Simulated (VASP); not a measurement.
A run of VASP 6.6.1 is set up as follows.

File INCAR:

```
ALGO     = Normal         # electronic algorithm
EDIFF    = 1E-6           # SCF threshold, eV
ENCUT    = 520            # plane-wave cutoff, eV
GGA      = PS             # functional
ISIF     = 2              # what is computed and relaxed
ISMEAR   = 0              # smearing method
LASPH    = True           # aspherical terms in the spheres
LCHARG   = False          # write CHGCAR
LREAL    = Auto         
LWAVE    = False          # write WAVECAR
NBANDS   = 81             # bands
NELM     = 100            # most SCF steps
PREC     = Accurate       # precision mode
SIGMA    = 0.1            # smearing width, eV
```

Contents of KPOINTS:

```
k-points
0
Gamma
  4 3 3
```

The input POSCAR:

```
AlIn7N8
1.0
    0.0000000000      0.0000000000     -5.6182778583
   -6.9630996215      0.0000000000      0.0000000000
    3.4815498108      6.0302211613      0.0000000000
Al In N
1 7 8
Direct
    0.0015778783      0.6666666667      0.3333333333
    0.0028343314      0.1656139051      0.3312278101
    0.0028343314      0.6687721899      0.8343860949
    0.0028343314      0.1656139051      0.8343860949
    0.5012816602      0.3423625748      0.1711812874
    0.5012816602      0.8288187126      0.1711812874
    0.5028152161      0.3333333333      0.6666666667
    0.5012816602      0.8288187126      0.6576374252
    0.6616551034      0.6666666667      0.3333333333
    0.6195688513      0.1650842282      0.3301684565
    0.6195688513      0.6698315435      0.8349157718
    0.6195688513      0.1650842282      0.8349157718
    0.1137592864      0.3623347707      0.1811673853
    0.1137592864      0.8188326147      0.1811673853
    0.1216194143      0.3333333333      0.6666666667
    0.1137592864      0.8188326147      0.6376652293
```

Potentials or basis: VASP PAW PBE potentials, release 64 (Al, In_d, N).

Launch:

```console
$ cat potpaw_PBE.64/Al/POTCAR potpaw_PBE.64/In_d/POTCAR potpaw_PBE.64/N/POTCAR > POTCAR
$ mpirun -np 1 vasp_std > vasp.out
```

Q: What does it give for the largest force?

A: 0.060 eV/Å.

Q: Estimate the band gap on the k mesh.

A: 0.11 eV, direct.

Forces in eV/Å, atoms in the order of the input:
```
Al   0.000  0.000  0.042
In   0.000  0.016  0.005
In   0.014 -0.008  0.005
In  -0.014 -0.008  0.005
In   0.023 -0.013  0.003
In  -0.023 -0.013  0.003
In   0.000  0.000  0.010
In   0.000  0.026  0.003
N    0.000  0.000 -0.060
N    0.000 -0.001  0.001
N   -0.001  0.001  0.001
N    0.001  0.001  0.001
N   -0.012  0.007 -0.004
N    0.012  0.007 -0.004
N    0.000  0.000 -0.005
N    0.000 -0.013 -0.004
```

Caveat: the PAW data sets were made with another functional, which shifts forces and pressure a little; spin-orbit coupling is left out, which moves the levels of the heavy elements.
